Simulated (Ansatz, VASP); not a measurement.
# One calculation of SrHfNbO6, two programs

```
Sr Hf Nb O
1.0
     0.00000    4.04284    4.04284
     4.04284    0.00000    4.04284
     4.04284    4.04284    0.00000
Sr Hf Nb O
1 1 1 6
Direct
  0.25000 0.25000 0.25000
  0.00000 0.00000 0.00000
  0.50000 0.50000 0.50000
  0.74448 0.25552 0.25552
  0.25552 0.74448 0.74448
  0.74448 0.74448 0.25552
  0.25552 0.25552 0.74448
  0.25552 0.74448 0.25552
  0.74448 0.25552 0.74448
```

Alike in both runs: task relaxation of cell and atoms; functional PBE; dispersion D3(BJ); k mesh 6 × 6 × 6; occupations gaussian, width 0.1 eV; no spin polarisation.

|  | VASP | Ansatz |
| --- | --- | --- |
| version | VASP 6.6.1 | Ansatz 0.2.0 |
| potentials or method | VASP PAW PBE potentials, release 64 (Sr_sv, Hf_pv, Nb_sv, O), cutoff 600 eV | scalar-relativistic, plane waves, PAW |
| valence electrons in the cell | 69 | 85 |

|  | VASP | Ansatz | Ansatz less VASP |
| --- | --- | --- | --- |
| gap on the k mesh at the Fermi level, each at its own relaxed structure (eV) | none | none | - |
| relaxed volume (Å³/atom) | 14.59 | 14.68 | +0.097 |
| relaxed length of the cell vector where the two differ most in proportion (Å) | 5.705 | 5.717 | +0.0126 |

A gap of «none» marks a metal or a gap that the smearing closes. VASP's potentials hold 69 valence electrons a cell and Ansatz's 85, so a difference there can come from the potentials and not from the codes.

Spin-orbit coupling is off throughout.
